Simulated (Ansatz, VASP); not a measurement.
**CdS: VASP beside Ansatz**

The input INCAR:

```
  ALGO = Normal
  EDIFF = 1E-6
  ENCUT = 500
  GGA = PS
  GGA_COMPAT = F
  ISIF = 2
  ISMEAR = 0
  LASPH = T
  LCHARG = T
  LELF = T
  LREAL = F
  LVHAR = T
  LWAVE = F
  NBANDS = 26
  NELM = 120
  PREC = Accurate
  SIGMA = 0.01
```

The input KPOINTS:

```
k-points
0
Gamma
  6 4 6
```

File POSCAR:

```
CdS
1.0
    3.8457519196      0.0000000000      0.0000000000
    0.0000000000      5.4370012742      0.0000000000
    0.0000000000      0.0000000000      3.8454165148
Cd S
2 2
Direct
    0.5000000000      0.5000000000      0.2430300000
    0.0000000000      0.0000000000      0.7569700000
    0.5000000000      0.0000000000      0.2551600000
    0.0000000000      0.5000000000      0.7448400000
```

Input for Ansatz:

```yaml
crystal:
  lattice:
    - [3.845751919621151, 0.0, 0.0]
    - [0.0, 5.437001274220657, 0.0]
    - [0.0, 0.0, 3.8454165147790422]
  atoms:
    - { symbol: Cd, position: [0.5, 0.5, 0.24303] }
    - { symbol: Cd, position: [0.0, 0.0, 0.75697] }
    - { symbol: S, position: [0.5, 0.0, 0.25516] }
    - { symbol: S, position: [0.0, 0.5, 0.74484] }
basis:
  ecutwfc: 462.593566181796
kpoints:
  mp_grid:
    grid: [6, 4, 6]
hamiltonian:
  xc: pbesol
scf:
  occupations:
    method: fixed
output:
  stress: true
```

Alike in both runs: task single point; functional PBEsol; k mesh 6 × 4 × 6; no spin polarisation.

```csv
,VASP,Ansatz
version,VASP 6.6.1,Ansatz 0.2.0
potentials or method,"VASP PAW PBE potentials, release 64 (Cd, S), cutoff 500 eV","plane waves, PAW"
occupations,"gaussian, width 0.01 eV",fixed
valence electrons in the cell,36,52
```

|  | VASP | Ansatz | Ansatz less VASP |
| --- | --- | --- | --- |
| pressure (GPa) | -1.2 | -1.8 | -0.58 |
| traceless stress, the component that is largest in VASP (GPa) | -0.07 | -0.06 | +0.002 |

VASP's potentials were made for PBE, not for PBEsol. VASP's potentials hold 36 valence electrons a cell and Ansatz's 52, so a difference there can come from the potentials and not from the codes.
